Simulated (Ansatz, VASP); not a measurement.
## As2Se: VASP beside Ansatz

```xyz
6
Lattice="-3.5142 3.5142 2.6218 3.5142 -3.5142 2.6218 3.5142 3.5142 -2.6218" Properties=species:S:1:pos:R:3 pbc="T T T"
As    0.0000    5.2713    0.6555
As    0.0000    1.7571    0.6555
As    1.7571    3.5142    1.9664
As   -1.7571    3.5142    1.9664
Se    0.0000    0.0000    2.6218
Se    3.5142    0.0000    1.3109
```

Alike in both runs: functional r2SCAN; k mesh 8 × 8 × 8; occupations gaussian, width 0.1 eV; no spin polarisation.

Ansatz relaxed the structure, and its values are those at the end. VASP's run is a single point on that final structure, the one shown.

|  | VASP | Ansatz |
| --- | --- | --- |
| version | VASP 6.6.1 | Ansatz 0.2.0 |
| potentials or method | VASP PAW PBE potentials, release 64 (As, Se), cutoff 520 eV | scalar-relativistic, plane waves, PAW |
| valence electrons in the cell | 32 | 92 |

```csv
,VASP,Ansatz,Ansatz less VASP
gap on the k mesh at the Fermi level (eV),none,none,-
pressure (GPa),-0.1,0.0,+0.07
```

VASP's potentials were made for PBE, not for r2SCAN. A gap of «none» marks a metal or a gap that the smearing closes. VASP's potentials hold 32 valence electrons a cell and Ansatz's 92, so a difference there can come from the potentials and not from the codes.
